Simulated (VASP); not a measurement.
Here is a VASP 6.6.1 calculation.

Contents of INCAR:

```
PREC = Accurate
ENCUT = 520
EDIFF = 1E-6
ISMEAR = -1
SIGMA = 0.05
LREAL = False
LASPH = True
NELM = 80
ALGO = Normal
ISIF = 2
LWAVE = False
LCHARG = True
GGA = PE
LELF = True
LVHAR = True
NBANDS = 17
```

The input KPOINTS:

```
regular mesh
0
Gamma
  8 8 4
```

File POSCAR:

```
Ca
1.0
    3.9800000000      0.0000000000      0.0000000000
   -1.9900000000      3.4467811071      0.0000000000
    0.0000000000      0.0000000000      6.6504000000
Ca
2
Direct
    0.6666666667      0.3333333333      0.7500000000
    0.3333333333      0.6666666667      0.2500000000
```

Potentials or basis: VASP PAW PBE potentials, release 64 (Ca_sv).

Command:

```sh
$ cat potpaw_PBE.64/Ca_sv/POTCAR > POTCAR
$ mpirun -np 1 vasp_std > vasp.out
```

Problem. Predict the band gap on the k mesh.

Solution. Zero (band 10 reaches 1.99 eV, above the bottom of band 11 at 1.37 eV).

Problem. Estimate the pressure.

Solution. -1.1 GPa.

Stress tensor (GPa, compression positive):
```
-0.98  0.00  0.00
 0.00 -0.98  0.00
 0.00  0.00 -1.43
```
